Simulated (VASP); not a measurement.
# NaLa (P-6m2) in VASP: further runs

NaLa is run at these levels: BLYP, PBE; tasks: single point.

Program: VASP 6.6.1. These are calculated values, not measurements. Logs are shortened: lines on timing, memory, paths and dates and some standing lists are left out, and cuts for length are marked.

**1. The cell of the first run**

Symmetry: P-6m2, No. 187, hexagonal system. Conventional cell: a = 3.606 Å, b = 3.606 Å, c = 6.484 Å, α = 90.00°, β = 90.00°, γ = 120.00°. Within 4.7 Å of La (site symmetry -6m2) lie 6 La at 3.61 Å and 6 Na at 3.85 Å. Na (site symmetry -6m2) has 6 Na at 3.61 Å and 6 La at 3.85 Å within 4.7 Å.

**2. Single point, BLYP**

The input, INCAR:

```
SYSTEM = NaLa
AGGAC = 1.0 ; AGGAX = 1.0
ALDAC = 0.0 ; ALDAX = 1.0
ALGO = Normal ; EDIFF = 1E-6
ENCUT = 1130 ; GGA = B5
GGA_COMPAT = .FALSE. ; ISIF = 2
ISMEAR = -1 ; LASPH = .TRUE.
LCHARG = .TRUE. ; LELF = .TRUE.
LMAXMIX = 6 ; LREAL = .FALSE.
LVHAR = .TRUE. ; LWAVE = .FALSE.
NBANDS = 17 ; NELM = 200
PREC = Accurate ; SIGMA = 0.05
```

The input, KPOINTS:

```
k-points
0
G
  5 5 3
  0 0 0
```

The input, POSCAR:

```
NaLa
1.0
    3.6062507687      0.0000000000      0.0000000000
   -1.8031253843      3.1231047781      0.0000000000
    0.0000000000      0.0000000000      6.4837820000
La Na
1 1
Direct
    0.3333333333      0.6666666667      0.5000000000
    0.0000000000      0.0000000000      0.0000000000
```

Potentials or basis: VASP PAW PBE potentials, release 64 (La, Na_sv).

Launch:

```sh
$ cat potpaw_PBE.64/La/POTCAR potpaw_PBE.64/Na_sv/POTCAR > POTCAR
$ mpirun -np 1 vasp_std > vasp.out
```

OUTCAR:

```text
SYSTEM = NaLa
   EDIFF = 1E-6
   ENCUT = 1130
   GGA = B5
   ISIF = 2
   ISMEAR = -1
   LASPH = .TRUE.
   LREAL = .FALSE.
   NELM = 200
   PREC = Accurate

 ion  position               nearest neighbor table
   1  0.333  0.667  0.500-
   2  0.000  0.000  0.000-

  LATTYP: Found a hexagonal cell.
 ALAT       =     3.6062507687
 C/A-ratio  =     1.7979287675

  Lattice vectors:

 A1 = (   3.6062507687,   0.0000000000,   0.0000000000)
 A2 = (  -1.8031253843,   3.1231047781,   0.0000000000)
 A3 = (   0.0000000000,   0.0000000000,   6.4837820000)

Analysis of symmetry for initial positions (statically):
=====================================================================
 Subroutine PRICEL returns:
 Original cell was already a primitive cell.

 Routine SETGRP: Setting up the symmetry group for a
 hexagonal supercell.

 Subroutine GETGRP returns: Found 12 space group operations
 (whereof 12 operations were pure point group operations)
 out of a pool of 24 trial point group operations.

The static configuration has the point symmetry D_3h.

Analysis of symmetry for dynamics (positions and initial velocities):
=====================================================================
 Subroutine PRICEL returns:
 Original cell was already a primitive cell.

 Routine SETGRP: Setting up the symmetry group for a
 hexagonal supercell.

 Subroutine GETGRP returns: Found 12 space group operations
 (whereof 12 operations were pure point group operations)
 out of a pool of 24 trial point group operations.

The dynamic configuration has the point symmetry D_3h.

 Subroutine INISYM returns: Found 12 space group operations
 (whereof 12 operations are pure point group operations),
 and found     1 'primitive' translations

----------------------------------------------------------------------------------------

                                     Primitive cell

  volume of cell :      73.0249

  direct lattice vectors                    reciprocal lattice vectors
     3.606250769  0.000000000  0.000000000     0.277296301  0.160097094  0.000000000
    -1.803125384  3.123104778  0.000000000     0.000000000  0.320194188  0.000000000
     0.000000000  0.000000000  6.483782000     0.000000000  0.000000000  0.154230972

  length of vectors
     3.606250769  3.606250769  6.483782000     0.320194188  0.320194188  0.154230972

  position of ions in fractional coordinates (direct lattice)
     0.333333333  0.666666667  0.500000000
     0.000000000  0.000000000  0.000000000

  ion indices of the primitive-cell ions
   primitive index   ion index
                 1           1
                 2           2

----------------------------------------------------------------------------------------

 KPOINTS: k-points

Automatic generation of k-mesh.
 Grid dimensions read from file:
 generate k-points for:    5    5    3

 Generating k-lattice:

  Cartesian coordinates                     Fractional coordinates (reciprocal lattice)
     0.055459260  0.032019419  0.000000000     0.200000000 -0.000000000  0.000000000
     0.000000000  0.064038838  0.000000000     0.000000000  0.200000000  0.000000000
     0.000000000  0.000000000  0.051410324     0.000000000  0.000000000  0.333333333

  Length of vectors
     0.064038838  0.064038838  0.051410324

  Shift w.r.t. Gamma in fractional coordinates (k-lattice)
     0.000000000  0.000000000  0.000000000

 Subroutine IBZKPT returns following result:
 ===========================================

 Found     10 irreducible k-points:

 Following reciprocal coordinates:
            Coordinates               Weight
  0.000000  0.000000  0.000000      1.000000
  0.200000 -0.000000  0.000000      6.000000
  0.400000 -0.000000  0.000000      6.000000
  0.200000  0.200000  0.000000      6.000000
  0.400000  0.200000  0.000000      6.000000
  0.000000  0.000000  0.333333      2.000000
  0.200000 -0.000000  0.333333     12.000000
  0.400000 -0.000000  0.333333     12.000000
  0.200000  0.200000  0.333333     12.000000
  0.400000  0.200000  0.333333     12.000000
   k-points           NKPTS =     10   k-points in BZ     NKDIM =     10   number of bands    NBANDS=     17
   number of dos      NEDOS =    301   number of ions     NIONS =      2
   total plane-waves  NPLWV = 115200
   dimension x,y,z NGX =    40 NGY =   40 NGZ =   72
   dimension x,y,z NGXF=    80 NGYF=   80 NGZF=  144
   ions per type =               1   1
   NGX,Y,Z   is equivalent  to a cutoff of  18.44, 18.44, 18.46 a.u.
   NGXF,Y,Z  is equivalent  to a cutoff of  36.88, 36.88, 36.92 a.u.
 SYSTEM =  NaLa
   PREC   = accura    normal or accurate (medium, high low for compatibility)
   ISTART =      0    job   : 0-new  1-cont  2-samecut
   ICHARG =      2    charge: 1-file 2-atom 10-const
   ISPIN  =      1    spin polarized calculation?
   LNONCOLLINEAR =      F non collinear calculations
   LSORBIT =      F    spin-orbit coupling
   LASPH  =      T    aspherical Exc in radial PAW
   ENCUT  = 1130.0 eV  83.05 Ry    9.11 a.u.   9.88  9.88 17.77*2*pi/ulx,y,z
   NELM   =    200;   NELMIN=  2; NELMDL= -5     # of ELM steps
   EDIFF  = 0.1E-05   stopping-criterion for ELM
   LREAL  =      F    real-space projection
   EDIFFG = 0.1E-04   stopping-criterion for IOM
   NSW    =      0    number of steps for IOM
   IBRION =     -1    ionic relax: 0-MD 1-quasi-New 2-CG
   NFREE  =      0    steps in history (QN), initial steepest desc. (CG)
   ISIF   =      2    stress and relaxation
   ISYM   =      2    0-nonsym 1-usesym 2-fastsym
   POTIM  = 0.5000    time-step for ionic-motion
   TEBEG  =    0.0;   TEEND  =   0.0 temperature during run
   PSTRESS=    0.0 pullay stress
   NELECT =      20.0000    total number of electrons
   NUPDOWN=      -1.0000    fix difference up-down
   EMIN   =  10.00;   EMAX   =-10.00  energy-range for DOS
   EFERMI =   0.00;   METHOD = LEGACY
   ISMEAR =    -1;   SIGMA  =   0.05  broadening in eV -4-tet -1-fermi 0-gaus
   EFERMI_NEDOS =   21; number of points for ismear=-14 and -15
   IALGO  =     38    algorithm
   IMIX   =      4    mixing-type and parameters
     AMIX     =   0.40;   BMIX     =  1.00
     AMIX_MAG =   1.60;   BMIX_MAG =  1.00
  volume/ion in A,a.u.               =      36.51       246.40
  Fermi-wavevector in a.u.,A,eV,Ry     =   1.063150  2.009062 15.378500  1.130288
  Thomas-Fermi vector in A             =   2.198625
   LORBIT       =      0    0 simple, 1 ext, 2 COOP (PROOUT), +10 PAW based schemes
   GGA     = B5    functional components
   LHFCALC =     F    Hartree Fock is set to
   AEXX    =    0.0000 exact exchange contribution
   IVDW    =     0    specifies the selected vdW correction
   LEPSILON=     F    determine dielectric tensor
   LRPA    =     F    only Hartree local field effects (RPA)
 non-spin polarized calculation
  energy-cutoff  :     1130.00
  volume of cell :       73.02
 maximum number of plane-waves:      6323
 NGX is ok and might be reduce to    40
   NGX = 19   NGY = 19   NGZ = 35

 number of electron      20.0000001 magnetization

 Free energy of the ion-electron system (eV)
  ---------------------------------------------------
  ext. energy  EPLUGINS =         0.00000000
  ---------------------------------------------------
  free energy    TOTEN  =        -4.57728018 eV

  energy without entropy =       -4.55178138  energy(sigma->0) =       -4.56453078

 E-fermi :   4.7223     XC(G=0):  -7.6467

 val. band max:        4.5783993803   @ k =   0.2000   0.2000   0.0000
 cond. band min:       4.7537746625   @ k =   0.2000   0.2000   0.3333
 fundamental gap:      0.1753752823
 Fermi energy:         4.7222669848

 k-point     1 :       0.0000    0.0000    0.0000
  band No.  band energies     occupation
      1     -47.9339      2.00000
      2     -28.3535      2.00000
      3     -20.0724      2.00000
      4     -20.0692      2.00000
      5     -20.0692      2.00000
      6     -12.1304      2.00000
[... 9 lines left out ...]
     16       6.4386      0.00000
     17       6.4729      0.00000

 k-point     2 :       0.2000   -0.0000    0.0000
  band No.  band energies     occupation
      1     -47.9331      2.00000
      2     -28.2878      2.00000
      3     -20.0827      2.00000
      4     -20.0724      2.00000
      5     -20.0703      2.00000
      6     -12.0485      2.00000
[... 9 lines left out ...]
     16       6.3388      0.00000
     17       6.4418      0.00000

 k-point     3 :       0.4000   -0.0000    0.0000
  band No.  band energies     occupation
      1     -47.9319      2.00000
      2     -28.1783      2.00000
      3     -20.1047      2.00000
      4     -20.0777      2.00000
      5     -20.0669      2.00000
      6     -12.5616      2.00000
[... 9 lines left out ...]
     16       6.3937      0.00000
     17       6.4295      0.00000

 k-point     4 :       0.2000    0.2000    0.0000
  band No.  band energies     occupation
      1     -47.9322      2.00000
      2     -28.1996      2.00000
      3     -20.0969      2.00000
      4     -20.0802      2.00000
      5     -20.0675      2.00000
      6     -12.3009      2.00000
[... 9 lines left out ...]
     16       6.3488      0.00000
     17       6.4434      0.00000

 k-point     5 :       0.4000    0.2000    0.0000
  band No.  band energies     occupation
      1     -47.9316      2.00000
      2     -28.1439      2.00000
      3     -20.1037      2.00000
      4     -20.0870      2.00000
      5     -20.0658      2.00000
      6     -12.5278      2.00000
[... 9 lines left out ...]
     16       6.3563      0.00000
     17       6.3804      0.00000

 k-point     6 :       0.0000    0.0000    0.3333
  band No.  band energies     occupation
      1     -47.9338      2.00000
      2     -28.3535      2.00000
      3     -20.0718      2.00000
      4     -20.0690      2.00000
      5     -20.0690      2.00000
      6     -12.1349      2.00000
[... 9 lines left out ...]
     16       6.4401      0.00000
     17       6.4415      0.00000

 k-point     7 :       0.2000   -0.0000    0.3333
  band No.  band energies     occupation
      1     -47.9331      2.00000
      2     -28.2878      2.00000
      3     -20.0828      2.00000
      4     -20.0724      2.00000
      5     -20.0699      2.00000
      6     -12.0517      2.00000
[... 9 lines left out ...]
     16       6.3154      0.00000
     17       6.4310      0.00000

 k-point     8 :       0.4000   -0.0000    0.3333
  band No.  band energies     occupation
      1     -47.9319      2.00000
      2     -28.1783      2.00000
      3     -20.1048      2.00000
      4     -20.0777      2.00000
      5     -20.0669      2.00000
      6     -12.5611      2.00000
[... 9 lines left out ...]
     16       6.4274      0.00000
     17       6.4694      0.00000

 k-point     9 :       0.2000    0.2000    0.3333
  band No.  band energies     occupation
      1     -47.9322      2.00000
      2     -28.1996      2.00000
      3     -20.0970      2.00000
      4     -20.0802      2.00000
      5     -20.0675      2.00000
      6     -12.3004      2.00000
[... 9 lines left out ...]
     16       6.3594      0.00000
     17       6.4363      0.00000

 k-point    10 :       0.4000    0.2000    0.3333
  band No.  band energies     occupation
      1     -47.9316      2.00000
      2     -28.1439      2.00000
      3     -20.1038      2.00000
      4     -20.0870      2.00000
      5     -20.0659      2.00000
      6     -12.5273      2.00000
[... 9 lines left out ...]
     16       6.3824      0.00000
     17       6.5330      0.00000

------------------------ aborting loop because EDIFF is reached ----------------------------------------

  FORCE on cell =-STRESS in cart. coord.  units (eV):
  Direction    XX          YY          ZZ          XY          YZ          ZX
  --------------------------------------------------------------------------------------
  -------------------------------------------------------------------------------------
  Total        0.5333984      0.5333984      0.1069497      0.0000000     -0.0000000      0.0000000
  in kB       11.7028436     11.7028436      2.3464936      0.0000000     -0.0000000      0.0000000
  external PRESSURE =       8.5840603 kB  Pullay stress =       0.0000000 kB

 VOLUME and BASIS-vectors are now :
 -----------------------------------------------------------------------------
  energy-cutoff  :     1130.00
  volume of cell :       73.02
      direct lattice vectors                 reciprocal lattice vectors
     3.606250769  0.000000000  0.000000000     0.277296301  0.160097094  0.000000000
    -1.803125384  3.123104778  0.000000000     0.000000000  0.320194188  0.000000000
     0.000000000  0.000000000  6.483782000     0.000000000  0.000000000  0.154230972

 POSITION                                       TOTAL-FORCE (eV/Angst)
 -----------------------------------------------------------------------------------
     -0.00000      2.08207      3.24189        -0.000000      0.000000      0.000000
      0.00000      0.00000      0.00000         0.000000      0.000000      0.000000
 -----------------------------------------------------------------------------------
    total drift:                                0.000000     -0.000000     -0.000000

  FREE ENERGIE OF THE ION-ELECTRON SYSTEM (eV)
  ---------------------------------------------------
  free  energy   TOTEN  =        -4.5772801761 eV

  energy  without entropy=       -4.5517813832  energy(sigma->0) =       -4.56453078
```

Run time: 1.8 min. Hardware: 1 thread of Intel Xeon Platinum 8259CL at 2.50GHz (Skylake/Cascade Lake), shared host; peak memory 0.36 GiB.

Results:

| Item | Value |
| --- | --- |
| Free energy | -4.5773 eV |
| Pressure | 0.9 GPa |
| Band gap on the k mesh | zero (bands 10 and 11 overlap by 0.27 eV) |

Levels at points of the mesh, in eV from the Fermi level:
| k point | band 7 | band 8 | band 9 | band 10 | band 11 | band 12 | band 13 | band 14 |
| --- | --- | --- | --- | --- | --- | --- | --- | --- |
| (0.00, 0.00, 0.00) | -16.01 | -16.01 | -3.16 | -1.13 | 0.88 | 1.00 | 1.52 | 1.52 |

Caveat: the k points lie up to 0.40 Å⁻¹ apart; the PAW data sets were made with another functional, which shifts forces and pressure a little; spin-orbit coupling is left out, which moves the levels of the heavy elements.

**3. Single point, PBE**

The input, INCAR:

```
SYSTEM = NaLa
PREC = Accurate ; ENCUT = 1130
EDIFF = 1E-6 ; ISMEAR = -1
SIGMA = 0.05 ; LREAL = .FALSE.
LASPH = .TRUE. ; NELM = 200
ALGO = Normal ; ISIF = 2
LWAVE = .FALSE. ; LCHARG = .TRUE.
GGA = PE ; LELF = .TRUE.
LVHAR = .TRUE. ; NBANDS = 17
GGA_COMPAT = .FALSE. ; LMAXMIX = 6
```

The input, KPOINTS:

```
Automatic mesh
0
G
  9 9 4
  0 0 0
```

POSCAR is that of step 2.

Potentials or basis: VASP PAW PBE potentials, release 64 (La, Na_sv).

Launch:

```sh
$ cat potpaw_PBE.64/La/POTCAR potpaw_PBE.64/Na_sv/POTCAR > POTCAR
$ mpirun -np 1 vasp_std > vasp.out
```

Wall time 94 s (1 thread of Intel Xeon Platinum 8488C (Sapphire Rapids), shared host); peak memory 0.45 GiB.

Results (log left out):

```yaml
Free_energy: -5.8502 eV
Pressure: -0.2 GPa
Band_gap_on_the_k_mesh: zero (bands 10 and 11 overlap by 0.55 eV)
```

Stress tensor (GPa, compression positive):
```
-0.26  0.00  0.00
 0.00 -0.26  0.00
 0.00  0.00 -0.10
```

Levels at points of the mesh, in eV from the Fermi level:
```csv
k point,band 8,band 9,band 10,band 11,band 12,band 13
"(0.00, 0.00, 0.00)",-16.02,-3.27,-1.21,0.77,1.13,1.66
"(0.00, 0.00, 0.50)",-16.02,-2.33,-2.04,0.02,1.13,1.39
```

Caveat: spin-orbit coupling is left out, which moves the levels of the heavy elements.

The gap in the log of VASP goes by the Fermi energy; the results here count the filled bands.